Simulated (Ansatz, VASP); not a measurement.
Two plane-wave programs on HgTe

The input INCAR:

```
SYSTEM = HgTe
PREC = Accurate ; ENCUT = 520
EDIFF = 1E-6 ; ISMEAR = 0
SIGMA = 0.05 ; LREAL = .FALSE.
LASPH = .TRUE. ; NELM = 60
ALGO = Normal ; ISIF = 2
LWAVE = .FALSE. ; LCHARG = .FALSE.
GGA = PS ; NBANDS = 16
```

KPOINTS

```
regular mesh
0
G
  6 6 6
  0 0 0
```

Contents of POSCAR:

```
HgTe
1.0
    0.0000000000      3.2562572910      3.2562572910
    3.2562572910      0.0000000000      3.2562572910
    3.2562572910      3.2562572910      0.0000000000
Hg Te
1 1
Direct
    0.0000000000      0.0000000000      0.0000000000
    0.2500000000      0.2500000000      0.2500000000
```

Input for Ansatz:

```yaml
crystal:
  lattice:
    - [0.0, 3.256257291, 3.256257291]
    - [3.256257291, 0.0, 3.256257291]
    - [3.256257291, 3.256257291, 0.0]
  atoms:
    - { symbol: Hg, position: [0.0, 0.0, 0.0] }
    - { symbol: Te, position: [0.25, 0.25, 0.25] }
basis:
  ecutwfc: 420
  ecutrho_ratio: 4
kpoints:
  mp_grid: { grid: [6, 6, 6] }
hamiltonian:
  xc: pbesol
scf:
  occupations: { method: gaussian, width: 0.05 }
output:
  forces: true
  stress: true
  eigenvalues: true
```

Alike in both runs: task single point; functional PBEsol; k mesh 6 × 6 × 6; occupations gaussian, width 0.05 eV; no spin polarisation.

|  | VASP | Ansatz |
| --- | --- | --- |
| version | VASP 6.6.1 | Ansatz 0.2.0 |
| potentials or method | VASP PAW PBE potentials, release 64 (Hg, Te), cutoff 520 eV | scalar-relativistic, plane waves, PAW |
| valence electrons in the cell | 18 | 36 |

|  | VASP | Ansatz | Ansatz less VASP |
| --- | --- | --- | --- |
| gap on the k mesh at the Fermi level (eV) | none | none | - |
| pressure (GPa) | 0.1 | 0.0 | -0.11 |

VASP's potentials were made for PBE, not for PBEsol. A gap of «none» marks a metal or a gap that the smearing closes. The functional is the same, so the differences come from potentials, cutoffs and numerics. VASP's potentials hold 18 valence electrons a cell and Ansatz's 36, so a difference there can come from the potentials and not from the codes.

Neither program's run includes spin-orbit coupling.
